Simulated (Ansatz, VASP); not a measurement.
## One calculation of AlN, two programs

```
Al N
1.0
     4.40317    0.00000    0.00000
     0.00000   -4.40317    0.00000
     0.00000    0.00000   -4.40317
Al N
4 4
Direct
  0.00000 0.00000 0.00000
  0.50000 0.50000 0.00000
  0.50000 0.00000 0.50000
  0.00000 0.50000 0.50000
  0.78212 0.78212 0.75000
  0.25000 0.25000 0.75000
  0.25000 0.75000 0.25000
  0.75000 0.25000 0.25000
```

Alike in both runs: task single point; functional PBE; k mesh 6 × 6 × 6; occupations gaussian, width 0.05 eV; no spin polarisation.

|  | VASP | Ansatz |
| --- | --- | --- |
| version | VASP 6.6.1 | Ansatz 0.2.0 |
| potentials or method | VASP PAW PBE potentials, release 64 (Al, N), cutoff 520 eV | scalar-relativistic, plane waves, PAW |
| valence electrons in the cell | 32 | 32 |

```csv
,VASP,Ansatz,Ansatz less VASP
gap on the k mesh at the Fermi level (eV),3.14,3.15,+0.008
least direct gap on the mesh (eV),3.14,3.15,+0.008
pressure (GPa),1.1,1.3,+0.25
"traceless stress, the component that is largest in VASP (GPa)",2.43,2.41,-0.018
rms of the force components (eV/Å),0.979,0.974,-0.0051
```

The functional is the same, so the differences come from potentials, cutoffs and numerics.
